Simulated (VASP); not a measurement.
Here is a VASP 6.6.1 calculation.

The input INCAR:

```
PREC = Accurate ; ENCUT = 520
EDIFF = 1E-6 ; ISMEAR = 0
SIGMA = 0.01 ; LREAL = False
LASPH = True ; NELM = 60
ALGO = Normal ; ISIF = 2
LWAVE = False ; LCHARG = True
GGA = PE ; LELF = True
LVHAR = True ; NBANDS = 15
```

Contents of KPOINTS:

```
regular mesh
0
Gamma
  4 4 4
```

Contents of POSCAR:

```
CaSe
1.0
    0.0000000000      2.9675351104      2.9675351104
    2.9675351104      0.0000000000      2.9675351104
    2.9675351104      2.9675351104      0.0000000000
Ca Se
1 1
Direct
    0.0000000000      0.0000000000      0.0000000000
    0.5000000000      0.5000000000      0.5000000000
```

Potentials or basis: VASP PAW PBE potentials, release 64 (Ca_sv, Se).

The run is started by

```sh
$ cat potpaw_PBE.64/Ca_sv/POTCAR potpaw_PBE.64/Se/POTCAR > POTCAR
$ mpirun -np 1 vasp_std > vasp.out
```

Q: What does it give for the pressure?

A: 0.9 GPa.

Q: Estimate the band gap on the k mesh.

A: 2.04 eV, indirect (least direct gap 2.96 eV).

Caveat: the k points lie up to 0.46 Å⁻¹ apart. As with any semilocal functional, this PBE gap is likely too small.
